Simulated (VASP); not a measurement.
A run of VASP 6.6.1 is set up as follows.

File INCAR:

```
SYSTEM = GaGe3
ALGO     = Normal         ! electronic algorithm
EDIFF    = 1E-6           ! SCF threshold, eV
ENCUT    = 520            ! plane-wave cutoff, eV
GGA      = PS             ! functional
ISIF     = 2              ! what is computed and relaxed
ISMEAR   = 1              ! smearing method
LASPH    = .True.         ! aspherical terms in the spheres
LCHARG   = .False.        ! write CHGCAR
LREAL    = .False.        ! projectors in reciprocal space
LWAVE    = .False.        ! write WAVECAR
NBANDS   = 36             ! bands
NELM     = 60             ! most SCF steps
PREC     = Accurate       ! precision mode
SIGMA    = 0.1            ! smearing width, eV
```

File KPOINTS:

```
k-points
0
Gamma
  5 5 5
  0 0 0
```

The input POSCAR:

```
GaGe3
1.0
    4.2784700000      0.0000000000      0.0000000000
    0.0000000000      4.2784700000      0.0000000000
    0.0000000000      0.0000000000      4.2784700000
Ga Ge
1 3
Direct
    0.0000000000      0.0000000000      0.0000000000
    0.0000000000      0.5000000000      0.5200000000
    0.5000000000      0.0000000000      0.5000000000
    0.5000000000      0.5000000000      0.0000000000
```

Potentials or basis: VASP PAW PBE potentials, release 64 (Ga_d, Ge_d).

Command:

```console
$ cat potpaw_PBE.64/Ga_d/POTCAR potpaw_PBE.64/Ge_d/POTCAR > POTCAR
$ mpirun -np 1 vasp_std > vasp.out
```

**Question.** What does it give for the pressure?

**Answer.** -4.0 GPa.

**Question.** Predict the largest force.

**Answer.** 0.136 eV/Å.

Forces on the atoms (eV/Å):
```
Ga   0.000  0.000  0.136
Ge   0.000  0.000 -0.081
Ge   0.000  0.000 -0.123
Ge   0.000  0.000  0.068
```

Caveat: the PAW data sets were made with another functional, which shifts forces and pressure a little.
